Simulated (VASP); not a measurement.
# CdTe in VASP: notebook, part 2 of 3

VASP 6.6.1. Earlier steps stand in the parts before.

### Step 3. Single point, PBE

This run uses another cell than the first one, of 32.92 Å³/atom, 0.962 times its volume.

The input, INCAR:

```
SYSTEM = CdTe
  ALGO = Normal
  EDIFF = 1E-6
  ENCUT = 520
  GGA = PE
  ISIF = 2
  ISMEAR = 0
  LASPH = .TRUE.
  LCHARG = .FALSE.
  LREAL = .FALSE.
  LWAVE = .FALSE.
  NBANDS = 16
  NELM = 60
  PREC = Accurate
  SIGMA = 0.028999999999999998
```

The input, KPOINTS:

```
k-points
0
G
  7 7 7
  0 0 0
```

The input, POSCAR:

```
CdTe
1.0
    0.0000000000      3.2050000000      3.2050000000
    3.2050000000      0.0000000000      3.2050000000
    3.2050000000      3.2050000000      0.0000000000
Te Cd
1 1
Direct
    0.7500000000      0.7500000000      0.7500000000
    0.0000000000      0.0000000000      0.0000000000
```

Potentials or basis: VASP PAW PBE potentials, release 64 (Te, Cd).

Run with:

```console
$ cat potpaw_PBE.64/Te/POTCAR potpaw_PBE.64/Cd/POTCAR > POTCAR
$ mpirun -np 1 vasp_std > vasp.out
```

OUTCAR:

```text
SYSTEM = CdTe
   EDIFF = 1E-6
   ENCUT = 520
   GGA = PE
   ISIF = 2
   ISMEAR = 0
   LASPH = .TRUE.
   LREAL = .FALSE.
   NELM = 60
   PREC = Accurate

 ion  position               nearest neighbor table
   1  0.750  0.750  0.750-   2 2.78   2 2.78   2 2.78   2 2.78
   2  0.000  0.000  0.000-   1 2.78   1 2.78   1 2.78   1 2.78

  LATTYP: Found a face centered cubic cell.
 ALAT       =     6.4100000000

  Lattice vectors:

 A1 = (   0.0000000000,   3.2050000000,   3.2050000000)
 A2 = (   3.2050000000,   0.0000000000,   3.2050000000)
 A3 = (   3.2050000000,   3.2050000000,   0.0000000000)

Analysis of symmetry for initial positions (statically):
=====================================================================
 Subroutine PRICEL returns:
 Original cell was already a primitive cell.

 Routine SETGRP: Setting up the symmetry group for a
 face centered cubic supercell.

 Subroutine GETGRP returns: Found 24 space group operations
 (whereof 24 operations were pure point group operations)
 out of a pool of 48 trial point group operations.

The static configuration has the point symmetry T_d .

Analysis of symmetry for dynamics (positions and initial velocities):
=====================================================================
 Subroutine PRICEL returns:
 Original cell was already a primitive cell.

 Routine SETGRP: Setting up the symmetry group for a
 face centered cubic supercell.

 Subroutine GETGRP returns: Found 24 space group operations
 (whereof 24 operations were pure point group operations)
 out of a pool of 48 trial point group operations.

The dynamic configuration has the point symmetry T_d .

 Subroutine INISYM returns: Found 24 space group operations
 (whereof 24 operations are pure point group operations),
 and found     1 'primitive' translations

----------------------------------------------------------------------------------------

[... 106 lines left out ...]
     AMIX     =   0.40;   BMIX     =  1.00
     AMIX_MAG =   1.60;   BMIX_MAG =  1.00
  volume/ion in A,a.u.               =      32.92       222.17
  Fermi-wavevector in a.u.,A,eV,Ry     =   1.062497  2.007828 15.359610  1.128899
  Thomas-Fermi vector in A             =   2.197950
   LORBIT       =      0    0 simple, 1 ext, 2 COOP (PROOUT), +10 PAW based schemes
   GGA     = PE    functional components
   LHFCALC =     F    Hartree Fock is set to
   AEXX    =    0.0000 exact exchange contribution
   IVDW    =     0    specifies the selected vdW correction
   LEPSILON=     F    determine dielectric tensor
   LRPA    =     F    only Hartree local field effects (RPA)
 non-spin polarized calculation
 Gauss-broadening in eV      SIGMA  =   0.03
  energy-cutoff  :      520.00
  volume of cell :       65.84
 maximum number of plane-waves:      1807
 NGX is ok and might be reduce to    36
   NGX = 17   NGY = 17   NGZ = 17

 number of electron      17.9999995 magnetization

 Free energy of the ion-electron system (eV)
  ---------------------------------------------------
  ext. energy  EPLUGINS =         0.00000000
  ---------------------------------------------------
  free energy    TOTEN  =        -4.72525171 eV

  energy without entropy =       -4.72525171  energy(sigma->0) =       -4.72525171

 E-fermi :   2.8365     XC(G=0):  -8.7320

 val. band max:        2.6549401974   @ k =   0.0000   0.0000   0.0000
 cond. band min:       3.5280153606   @ k =   0.0000   0.0000   0.0000
 fundamental gap:      0.8730751632
 Fermi energy:         2.8364505855

 k-point     1 :       0.0000    0.0000    0.0000
  band No.  band energies     occupation
      1      -8.7136      2.00000
      2      -5.7519      2.00000
      3      -5.7519      2.00000
      4      -5.7519      2.00000
      5      -5.4661      2.00000
      6      -5.4661      2.00000
[... 357 lines left out ...]
      3      -5.6105      2.00000
      4      -5.5011      2.00000
      5      -5.4631      2.00000
      6      -4.8684      2.00000
[... 8 lines left out ...]
     15      12.9031      0.00000
     16      14.8133      0.00000

------------------------ aborting loop because EDIFF is reached ----------------------------------------

  FORCE on cell =-STRESS in cart. coord.  units (eV):
  Direction    XX          YY          ZZ          XY          YZ          ZX
  --------------------------------------------------------------------------------------
  -------------------------------------------------------------------------------------
  Total        1.8078870      1.8078870      1.8078870      0.0000000     -0.0000000      0.0000000
  in kB       43.9913991     43.9913991     43.9913991      0.0000000     -0.0000000      0.0000000
  external PRESSURE =      43.9913991 kB  Pullay stress =       0.0000000 kB

 VOLUME and BASIS-vectors are now :
 -----------------------------------------------------------------------------
  energy-cutoff  :      520.00
  volume of cell :       65.84
      direct lattice vectors                 reciprocal lattice vectors
     0.000000000  3.205000000  3.205000000    -0.156006240  0.156006240  0.156006240
     3.205000000  0.000000000  3.205000000     0.156006240 -0.156006240  0.156006240
     3.205000000  3.205000000  0.000000000     0.156006240  0.156006240 -0.156006240

 POSITION                                       TOTAL-FORCE (eV/Angst)
 -----------------------------------------------------------------------------------
      4.80750      4.80750      4.80750        -0.000000      0.000000     -0.000000
      0.00000      0.00000      0.00000         0.000000     -0.000000      0.000000
 -----------------------------------------------------------------------------------
    total drift:                                0.000000      0.000000      0.000000

  FREE ENERGIE OF THE ION-ELECTRON SYSTEM (eV)
  ---------------------------------------------------
  free  energy   TOTEN  =        -4.7252517106 eV

  energy  without entropy=       -4.7252517106  energy(sigma->0) =       -4.72525171
```

Wall time 22 s (1 thread of Intel Xeon Platinum 8259CL at 2.50GHz (Skylake/Cascade Lake), shared host); peak memory 0.21 GiB.

What came out:

| Item | Value |
| --- | --- |
| Free energy | -4.7253 eV |
| Pressure | 4.4 GPa |
| Band gap on the k mesh | 0.87 eV, direct |

Levels at points of the mesh, in eV from the valence-band top:
| k point | band 6 | band 7 | band 8 | band 9 | band 10 | band 11 | band 12 | band 13 |
| --- | --- | --- | --- | --- | --- | --- | --- | --- |
| (0.00, 0.00, 0.00) | -8.12 | 0.00 | 0.00 | 0.00 | 0.87 | 4.58 | 4.58 | 4.58 |

Caveat: spin-orbit coupling is left out, which moves the levels of the heavy elements.

### Step 4. Single point, PBE

This run uses another cell than the first one, of 32.92 Å³/atom, 0.962 times its volume.

The input, INCAR:

```
PREC = Accurate
ENCUT = 520
EDIFF = 1E-7
ISMEAR = 0
SIGMA = 0.03
LREAL = False
LASPH = True
NELM = 60
ALGO = Normal
ISIF = 2
LWAVE = False
LCHARG = False
GGA = PE
NBANDS = 16
```

The input, KPOINTS:

```
Automatic mesh
0
Gamma
  7 7 7
```

POSCAR is that of step 3.

Run with:

```console
$ cat potpaw_PBE.64/Te/POTCAR potpaw_PBE.64/Cd/POTCAR > POTCAR
$ mpirun -np 1 vasp_std > vasp.out
```

Wall time 35 s (1 thread of Intel Xeon Platinum 8259CL at 2.50GHz (Skylake/Cascade Lake), shared host); peak memory 0.21 GiB.

It converged, with:

- Free energy: -4.7253 eV
- Pressure: 4.4 GPa
- Band gap on the k mesh: 0.87 eV, direct

Levels at points of the mesh, in eV from the valence-band top:
```
           k point  band 5  band 6  band 7  band 8  band 9  band 10  band 11  band 12  band 13  band 14
(0.00, 0.00, 0.00)   -8.12   -8.12    0.00    0.00    0.00     0.87     4.58     4.58     4.58     7.51
```

Caveat: spin-orbit coupling is left out, which moves the levels of the heavy elements.

(Part 2 of 3 ends here.)
